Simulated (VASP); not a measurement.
Runs of VASP 6.6.1 on Fe. It takes space group Im-3m (No. 229, cubic). Conventional cell: a = 2.928 Å, b = 2.928 Å, c = 2.928 Å, α = 90.00°, β = 90.00°, γ = 90.00°. Within 3.3 Å of Fe (site symmetry m-3m) lie 14 Fe at 2.54 to 2.93 Å. 

```csv
spin,fixed moment (μB),pressure (GPa),moment (μB)
"collinear, ferromagnetic start",1.85,(a),1.85
"collinear, ferromagnetic start",3.7,20.1,3.70
"collinear, ferromagnetic start",-,-9.3,(b)
"collinear, ferromagnetic start",3.08,-0.3,3.08
"collinear, zero start",0.0,-37.5,0.00
"collinear, ferromagnetic start",4.93,89.3,4.93
"collinear, ferromagnetic start",1.23,-29.1,1.23
"collinear, ferromagnetic start",2.46,-15.9,2.46
```

Alike in all rows: task single point; level r2SCAN; potentials or basis VASP PAW PBE potentials, release 64 (Fe); cell as given; k mesh 14 × 14 × 14; cutoff (eV) 520; smearing fermi-dirac 0.1 eV.

Fill in the values left out.

(a) -25.6; (b) 2.74.

Caveats: the PAW data sets were made with another functional, which shifts forces and pressure a little; the total moment is fixed, so each spin has its own Fermi level (some runs).
